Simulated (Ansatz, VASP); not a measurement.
# One calculation of Al2O3, two programs

```
Al O
1.0
     2.37936    1.37372    4.20165
    -2.37936    1.37372    4.20165
     0.00000   -2.74745    4.20165
Al O
4 6
Direct
  0.85289 0.85289 0.85289
  0.35289 0.35289 0.35289
  0.14711 0.14711 0.14711
  0.64711 0.64711 0.64711
  0.44415 0.05585 0.75000
  0.05585 0.75000 0.44415
  0.55585 0.94415 0.25000
  0.25000 0.55585 0.94415
  0.94415 0.25000 0.55585
  0.75000 0.44415 0.05585
```

Change from the starting cell: uniaxial_z strain -3.0%.

Alike in both runs: task single point; functional r2SCAN; k mesh 6 × 6 × 6; no spin polarisation.

|  | VASP | Ansatz |
| --- | --- | --- |
| version | VASP 6.6.1 | Ansatz 0.2.0 |
| potentials or method | VASP PAW PBE potentials, release 64 (Al, O) | plane waves, PAW |
| plane-wave cutoff (eV) | 520 | 500 |
| occupations | gaussian, width 0.01 eV | fixed |
| valence electrons in the cell | 48 | 48 |

```tsv
	VASP	Ansatz	Ansatz less VASP
gap on the k mesh at the Fermi level (eV)	7.26	7.24	-0.017
pressure (GPa)	7.6	8.0	+0.48
traceless stress, the component that is largest in VASP (GPa)	7.81	7.85	+0.039
rms of the force components (eV/Å)	0.009	0.001	-0.0085
```

VASP's potentials were made for PBE, not for r2SCAN. Atom by atom the forces differ by 0.009 eV/Å (rms over components).
